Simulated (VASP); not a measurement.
# Rb (Fm-3m) in VASP: further runs

Rb is run at these levels: PBEsol; tasks: single point.

Everything below comes from runs of VASP 6.6.1. Logs are shortened: lines on timing, memory, paths and dates and some standing lists are left out, and cuts for length are marked.

## (1) The cell of the first run

The structure is cubic, space group Fm-3m (No. 225). The conventional cell has a = 7.052 Å, b = 7.052 Å, c = 7.052 Å, α = 90.00°, β = 90.00°, γ = 90.00°.

This isn't the form of Rb at room conditions, which is bcc.

## (2) Single point, PBEsol (K replaced by Rb, lengths x 1.050, strained)

File INCAR:

```
  ALGO = Normal
  EDIFF = 1E-6
  ENCUT = 500
  GGA = PS
  GGA_COMPAT = F
  ISIF = 2
  ISMEAR = 0
  LASPH = T
  LCHARG = T
  LELF = T
  LREAL = F
  LVHAR = T
  LWAVE = F
  NBANDS = 10
  NELM = 120
  PREC = Accurate
  SIGMA = 0.1
```

File KPOINTS:

```
k-points
0
Gamma
  4 4 4
```

File POSCAR:

```
Rb
1.0
    0.0000000000      3.5261801543      3.5261801543
    3.5261801543      0.0000000000      3.5261801543
    3.5261801543      3.5261801543      0.0000000000
Rb
1
Direct
    0.0000000000      0.0000000000      0.0000000000
```

Potentials or basis: VASP PAW PBE potentials, release 64 (Rb_sv).

Started as:

```sh
$ cat potpaw_PBE.64/Rb_sv/POTCAR > POTCAR
$ mpirun -np 1 vasp_std > vasp.out
```

OUTCAR:

```text
EDIFF = 1E-6
   ENCUT = 500
   GGA = PS
   ISIF = 2
   ISMEAR = 0
   LASPH = T
   LREAL = F
   NELM = 120
   PREC = Accurate

 ion  position               nearest neighbor table
   1  0.000  0.000  0.000-

  LATTYP: Found a face centered cubic cell.
 ALAT       =     7.0523603086

  Lattice vectors:

 A1 = (   0.0000000000,   3.5261801543,   3.5261801543)
 A2 = (   3.5261801543,   0.0000000000,   3.5261801543)
 A3 = (   3.5261801543,   3.5261801543,   0.0000000000)

Analysis of symmetry for initial positions (statically):
=====================================================================
 Subroutine PRICEL returns:
 Original cell was already a primitive cell.

 Routine SETGRP: Setting up the symmetry group for a
 face centered cubic supercell.

 Subroutine GETGRP returns: Found 48 space group operations
 (whereof 48 operations were pure point group operations)
 out of a pool of 48 trial point group operations.

The static configuration has the point symmetry O_h .

Analysis of symmetry for dynamics (positions and initial velocities):
=====================================================================
 Subroutine PRICEL returns:
 Original cell was already a primitive cell.

 Routine SETGRP: Setting up the symmetry group for a
 face centered cubic supercell.

 Subroutine GETGRP returns: Found 48 space group operations
 (whereof 48 operations were pure point group operations)
 out of a pool of 48 trial point group operations.

The dynamic configuration has the point symmetry O_h .

 Subroutine INISYM returns: Found 48 space group operations
 (whereof 48 operations are pure point group operations),
 and found     1 'primitive' translations

----------------------------------------------------------------------------------------

                                     Primitive cell

  volume of cell :      87.6887

  direct lattice vectors                    reciprocal lattice vectors
     0.000000000  3.526180154  3.526180154    -0.141796499  0.141796499  0.141796499
     3.526180154  0.000000000  3.526180154     0.141796499 -0.141796499  0.141796499
     3.526180154  3.526180154  0.000000000     0.141796499  0.141796499 -0.141796499

  length of vectors
     4.986771798  4.986771798  4.986771798     0.245598740  0.245598740  0.245598740

  position of ions in fractional coordinates (direct lattice)
     0.000000000  0.000000000  0.000000000

  ion indices of the primitive-cell ions
   primitive index   ion index
                 1           1

----------------------------------------------------------------------------------------

 KPOINTS: k-points

Automatic generation of k-mesh.
 Grid dimensions read from file:
 generate k-points for:    4    4    4

 Generating k-lattice:

  Cartesian coordinates                     Fractional coordinates (reciprocal lattice)
    -0.035449125  0.035449125  0.035449125     0.250000000  0.000000000  0.000000000
     0.035449125 -0.035449125  0.035449125     0.000000000  0.250000000  0.000000000
     0.035449125  0.035449125 -0.035449125     0.000000000  0.000000000  0.250000000

  Length of vectors
     0.061399685  0.061399685  0.061399685

  Shift w.r.t. Gamma in fractional coordinates (k-lattice)
     0.000000000  0.000000000  0.000000000

 Subroutine IBZKPT returns following result:
 ===========================================

 Found      8 irreducible k-points:

 Following reciprocal coordinates:
            Coordinates               Weight
  0.000000  0.000000  0.000000      1.000000
  0.250000  0.000000  0.000000      8.000000
  0.500000  0.000000  0.000000      4.000000
  0.250000  0.250000  0.000000      6.000000
  0.500000  0.250000  0.000000     24.000000
 -0.250000  0.250000  0.000000     12.000000
  0.500000  0.500000  0.000000      3.000000
 -0.250000  0.500000  0.250000      6.000000
   k-points           NKPTS =      8   k-points in BZ     NKDIM =      8   number of bands    NBANDS=     10
   number of dos      NEDOS =    301   number of ions     NIONS =      1
   total plane-waves  NPLWV =  46656
   dimension x,y,z NGX =    36 NGY =   36 NGZ =   36
   dimension x,y,z NGXF=    72 NGYF=   72 NGZF=   72
   ions per type =               1
   NGX,Y,Z   is equivalent  to a cutoff of  12.00, 12.00, 12.00 a.u.
   NGXF,Y,Z  is equivalent  to a cutoff of  24.00, 24.00, 24.00 a.u.
 SYSTEM =  unknown system
   PREC   = accura    normal or accurate (medium, high low for compatibility)
   ISTART =      0    job   : 0-new  1-cont  2-samecut
   ICHARG =      2    charge: 1-file 2-atom 10-const
   ISPIN  =      1    spin polarized calculation?
   LNONCOLLINEAR =      F non collinear calculations
   LSORBIT =      F    spin-orbit coupling
   LASPH  =      T    aspherical Exc in radial PAW
   ENCUT  =  500.0 eV  36.75 Ry    6.06 a.u.   9.09  9.09  9.09*2*pi/ulx,y,z
   NELM   =    120;   NELMIN=  2; NELMDL= -5     # of ELM steps
   EDIFF  = 0.1E-05   stopping-criterion for ELM
   LREAL  =      F    real-space projection
   EDIFFG = 0.1E-04   stopping-criterion for IOM
   NSW    =      0    number of steps for IOM
   IBRION =     -1    ionic relax: 0-MD 1-quasi-New 2-CG
   NFREE  =      0    steps in history (QN), initial steepest desc. (CG)
   ISIF   =      2    stress and relaxation
   ISYM   =      2    0-nonsym 1-usesym 2-fastsym
   POTIM  = 0.5000    time-step for ionic-motion
   TEBEG  =    0.0;   TEEND  =   0.0 temperature during run
   PSTRESS=    0.0 pullay stress
   NELECT =       9.0000    total number of electrons
   NUPDOWN=      -1.0000    fix difference up-down
   EMIN   =  10.00;   EMAX   =-10.00  energy-range for DOS
   EFERMI =   0.00;   METHOD = LEGACY
   ISMEAR =     0;   SIGMA  =   0.10  broadening in eV -4-tet -1-fermi 0-gaus
   EFERMI_NEDOS =   21; number of points for ismear=-14 and -15
   IALGO  =     38    algorithm
   IMIX   =      4    mixing-type and parameters
     AMIX     =   0.40;   BMIX     =  1.00
     AMIX_MAG =   1.60;   BMIX_MAG =  1.00
  volume/ion in A,a.u.               =      87.69       591.75
  Fermi-wavevector in a.u.,A,eV,Ry     =   0.766492  1.448461  7.993566  0.587511
  Thomas-Fermi vector in A             =   1.866843
   LORBIT       =      0    0 simple, 1 ext, 2 COOP (PROOUT), +10 PAW based schemes
   GGA     = PS    functional components
   LHFCALC =     F    Hartree Fock is set to
   AEXX    =    0.0000 exact exchange contribution
   IVDW    =     0    specifies the selected vdW correction
   LEPSILON=     F    determine dielectric tensor
   LRPA    =     F    only Hartree local field effects (RPA)
 non-spin polarized calculation
 Gauss-broadening in eV      SIGMA  =   0.10
  energy-cutoff  :      500.00
  volume of cell :       87.69
 maximum number of plane-waves:      2252
   NGX = 19   NGY = 19   NGZ = 19

 number of electron       9.0000000 magnetization

 Free energy of the ion-electron system (eV)
  ---------------------------------------------------
  ext. energy  EPLUGINS =         0.00000000
  ---------------------------------------------------
  free energy    TOTEN  =        -0.97824007 eV

  energy without entropy =       -0.96518377  energy(sigma->0) =       -0.97171192

 E-fermi :   0.1739     XC(G=0):  -5.6110

 val. band max:        0.1529189937   @ k =   0.5000   0.0000   0.0000
 cond. band min:       0.2622933366   @ k =   0.5000   0.2500   0.0000
 fundamental gap:      0.1093743429
 Fermi energy:         0.1738770379

 k-point     1 :       0.0000    0.0000    0.0000
  band No.  band energies     occupation
      1     -28.7948      2.00000
      2     -12.8394      2.00000
      3     -12.8394      2.00000
      4     -12.8394      2.00000
      5      -1.9961      2.00000
      6       3.6586      0.00000
      7       3.6586      0.00000
      8       3.6586      0.00000
      9       5.0418      0.00000
     10       5.0418      0.00000

 k-point     2 :       0.2500    0.0000    0.0000
  band No.  band energies     occupation
      1     -28.7925      2.00000
      2     -12.8945      2.00000
      3     -12.8469      2.00000
      4     -12.8469      2.00000
      5      -1.3042      2.00000
      6       2.3518      0.00000
      7       3.7269      0.00000
      8       3.7269      0.00000
      9       4.8672      0.00000
     10       4.8672      0.00000

 k-point     3 :       0.5000    0.0000    0.0000
  band No.  band energies     occupation
      1     -28.7902      2.00000
      2     -12.9481      2.00000
      3     -12.8543      2.00000
      4     -12.8543      2.00000
      5       0.1529      1.23307
      6       0.7113      0.00000
      7       3.4463      0.00000
      8       3.4463      0.00000
      9       5.7556      0.00000
     10       5.8390      0.00000

 k-point     4 :       0.2500    0.2500    0.0000
  band No.  band energies     occupation
      1     -28.7918      2.00000
      2     -12.8922      2.00000
      3     -12.8592      2.00000
      4     -12.8592      2.00000
      5      -1.0815      2.00000
      6       2.4816      0.00000
      7       3.1487      0.00000
      8       3.9366      0.00000
      9       3.9366      0.00000
     10       5.4687      0.00000

 k-point     5 :       0.5000    0.2500    0.0000
  band No.  band energies     occupation
      1     -28.7895      2.00000
      2     -12.9294      2.00000
      3     -12.8825      2.00000
      4     -12.8666      2.00000
      5       0.2623      0.21116
      6       1.3874      0.00000
      7       2.3239      0.00000
      8       3.8944      0.00000
      9       4.2761      0.00000
     10       6.0052      0.00000

 k-point     6 :      -0.2500    0.2500    0.0000
  band No.  band energies     occupation
      1     -28.7902      2.00000
      2     -12.9173      2.00000
      3     -12.8849      2.00000
      4     -12.8543      2.00000
      5      -0.2673      2.00000
      6       1.9113      0.00000
      7       2.2454      0.00000
      8       3.8683      0.00000
      9       4.7602      0.00000
     10       5.3509      0.00000

 k-point     7 :       0.5000    0.5000    0.0000
  band No.  band energies     occupation
      1     -28.7887      2.00000
      2     -12.9416      2.00000
      3     -12.8789      2.00000
      4     -12.8789      2.00000
      5       0.6462      0.00000
      6       1.4777      0.00000
      7       1.8391      0.00000
      8       4.6292      0.00000
      9       4.6292      0.00000
     10       5.1152      0.00000

 k-point     8 :      -0.2500    0.5000    0.2500
  band No.  band energies     occupation
      1     -28.7887      2.00000
      2     -12.9104      2.00000
      3     -12.9104      2.00000
      4     -12.8800      2.00000
      5       1.1974      0.00000
      6       1.5961      0.00000
      7       1.5961      0.00000
      8       2.5996      0.00000
      9       5.6359      0.00000
     10       5.6729      0.00000

------------------------ aborting loop because EDIFF is reached ----------------------------------------

  FORCE on cell =-STRESS in cart. coord.  units (eV):
  Direction    XX          YY          ZZ          XY          YZ          ZX
  --------------------------------------------------------------------------------------
  -------------------------------------------------------------------------------------
  Total       -0.0018396     -0.0018396     -0.0018396     -0.0000000     -0.0000000     -0.0000000
  in kB       -0.0336114     -0.0336114     -0.0336114     -0.0000000     -0.0000000     -0.0000000
  external PRESSURE =      -0.0336114 kB  Pullay stress =       0.0000000 kB

 VOLUME and BASIS-vectors are now :
 -----------------------------------------------------------------------------
  energy-cutoff  :      500.00
  volume of cell :       87.69
      direct lattice vectors                 reciprocal lattice vectors
     0.000000000  3.526180154  3.526180154    -0.141796499  0.141796499  0.141796499
     3.526180154  0.000000000  3.526180154     0.141796499 -0.141796499  0.141796499
     3.526180154  3.526180154  0.000000000     0.141796499  0.141796499 -0.141796499

 POSITION                                       TOTAL-FORCE (eV/Angst)
 -----------------------------------------------------------------------------------
      0.00000      0.00000      0.00000         0.000000      0.000000      0.000000
 -----------------------------------------------------------------------------------
    total drift:                               -0.000000     -0.000000     -0.000000

  FREE ENERGIE OF THE ION-ELECTRON SYSTEM (eV)
  ---------------------------------------------------
  free  energy   TOTEN  =        -0.9782400651 eV

  energy  without entropy=       -0.9651837671  energy(sigma->0) =       -0.97171192
```

Run time: 16 s. Hardware: 1 thread of AMD EPYC 7R43 (Zen 3), shared host; peak memory 0.16 GiB.

Results:

```yaml
Free_energy: -0.9782 eV
Pressure: 0.0 GPa
Band_gap_on_the_k_mesh: zero (an odd number of electrons rules out a gap without spin polarisation)
```

Caveat: the k points lie up to 0.39 Å⁻¹ apart, too coarse for converged energies and pressures of a metal; the cell differs from its parent crystal (K replaced by Rb, lengths x 1.050, strained); the PAW data sets were made with another functional, which shifts forces and pressure a little.

## (3) Single point, PBEsol (K replaced by Rb, lengths x 1.050, strained)

File INCAR:

```
SYSTEM = Rb
PREC = Accurate
ENCUT = 520
EDIFF = 1E-7
ISMEAR = 0
SIGMA = 0.1
LREAL = .False.
LASPH = .True.
NELM = 100
ALGO = Normal
ISIF = 2
LWAVE = .False.
LCHARG = .True.
GGA = PS
LELF = .True.
LVHAR = .True.
NBANDS = 10
```

File KPOINTS:

```
regular mesh
0
Gamma
  10 10 10
  0 0 0
```

POSCAR is that of step 2.

Potentials or basis: VASP PAW PBE potentials, release 64 (Rb_sv).

Started as:

```sh
$ cat potpaw_PBE.64/Rb_sv/POTCAR > POTCAR
$ mpirun -np 1 vasp_std > vasp.out
```

OUTCAR:

```text
SYSTEM = Rb
   PREC = Accurate
   ENCUT = 520
   EDIFF = 1E-7
   ISMEAR = 0
   LREAL = .False.
   LASPH = .True.
   NELM = 100
   ISIF = 2
   GGA = PS

 ion  position               nearest neighbor table
   1  0.000  0.000  0.000-

  LATTYP: Found a face centered cubic cell.
 ALAT       =     7.0523603086

  Lattice vectors:

 A1 = (   0.0000000000,   3.5261801543,   3.5261801543)
 A2 = (   3.5261801543,   0.0000000000,   3.5261801543)
 A3 = (   3.5261801543,   3.5261801543,   0.0000000000)

[... 490 lines left out ...]
     10       5.8795      0.00000

 [... further k-points ...]

------------------------ aborting loop because EDIFF is reached ----------------------------------------

  FORCE on cell =-STRESS in cart. coord.  units (eV):
  Direction    XX          YY          ZZ          XY          YZ          ZX
  --------------------------------------------------------------------------------------
  -------------------------------------------------------------------------------------
  Total       -0.0171059     -0.0171059     -0.0171059     -0.0000000      0.0000000      0.0000000
  in kB       -0.3125446     -0.3125446     -0.3125446     -0.0000000      0.0000000      0.0000000
  external PRESSURE =      -0.3125446 kB  Pullay stress =       0.0000000 kB

 VOLUME and BASIS-vectors are now :
 -----------------------------------------------------------------------------
  energy-cutoff  :      520.00
  volume of cell :       87.69
      direct lattice vectors                 reciprocal lattice vectors
     0.000000000  3.526180154  3.526180154    -0.141796499  0.141796499  0.141796499
     3.526180154  0.000000000  3.526180154     0.141796499 -0.141796499  0.141796499
     3.526180154  3.526180154  0.000000000     0.141796499  0.141796499 -0.141796499

 POSITION                                       TOTAL-FORCE (eV/Angst)
 -----------------------------------------------------------------------------------
      0.00000      0.00000      0.00000         0.000000     -0.000000      0.000000
 -----------------------------------------------------------------------------------
    total drift:                               -0.000000     -0.000000     -0.000000

  FREE ENERGIE OF THE ION-ELECTRON SYSTEM (eV)
  ---------------------------------------------------
  free  energy   TOTEN  =        -1.0271823151 eV

  energy  without entropy=       -1.0221495719  energy(sigma->0) =       -1.02466594
```

OSZICAR:

```text
N       E                     dE             d eps       ncg     rms          rms(c)
DAV:   1     0.432494695029E+02    0.43249E+02   -0.33249E+03   940   0.661E+02
DAV:   2     0.171077591515E+01   -0.41539E+02   -0.40673E+02  1054   0.124E+02
DAV:   3    -0.901364965435E+00   -0.26121E+01   -0.26047E+01  1230   0.328E+01
DAV:   4    -0.102492363338E+01   -0.12356E+00   -0.12324E+00  1340   0.609E+00
DAV:   5    -0.102746512261E+01   -0.25415E-02   -0.25414E-02  1244   0.756E-01    0.117E+00
DAV:   6    -0.102693917161E+01    0.52595E-03   -0.23030E-03  1324   0.273E-01    0.710E-01
DAV:   7    -0.102710696619E+01   -0.16779E-03   -0.36751E-03  1210   0.344E-01    0.532E-02
DAV:   8    -0.102717471870E+01   -0.67753E-04   -0.13953E-04  1148   0.965E-02    0.170E-02
DAV:   9    -0.102718262171E+01   -0.79030E-05   -0.11605E-05  1276   0.258E-02    0.581E-03
DAV:  10    -0.102718228238E+01    0.33933E-06   -0.35883E-06  1292   0.105E-02    0.113E-03
DAV:  11    -0.102718231511E+01   -0.32731E-07   -0.18128E-07  1062   0.236E-03
   1 F= -.10271823E+01 E0= -.10246659E+01  d E =-.503274E-02
```

stdout:

```text
POSCAR found type information on POSCAR Rb
 POSCAR found :  1 types and       1 ions
 scaLAPACK will be used
 -----------------------------------------------------------------------------
|                                                                             |
|                                                                             |
|     You enforced a specific xc type in the INCAR file but a different       |
|     I HOPE YOU KNOW WHAT YOU ARE DOING!                                     |
|                                                                             |
 -----------------------------------------------------------------------------

 LDA part: xc-table for (Slater+PW92), standard interpolation
 POSCAR, INCAR and KPOINTS ok, starting setup
 FFT: planning ... GRIDC
 FFT: planning ... GRID_SOFT
 FFT: planning ... GRID
 WAVECAR not read
 entering main loop
```

Wall time 21 s (1 thread of AMD EPYC 9R45 (Zen 5), shared host); peak memory 0.21 GiB.

Results:

| Quantity | Value |
| --- | --- |
| Free energy | -1.0272 eV |
| Pressure | 0.0 GPa |
| Band gap on the k mesh | zero (an odd number of electrons rules out a gap without spin polarisation) |

Caveat: the cell differs from its parent crystal (K replaced by Rb, lengths x 1.050, strained); the PAW data sets were made with another functional, which shifts forces and pressure a little.
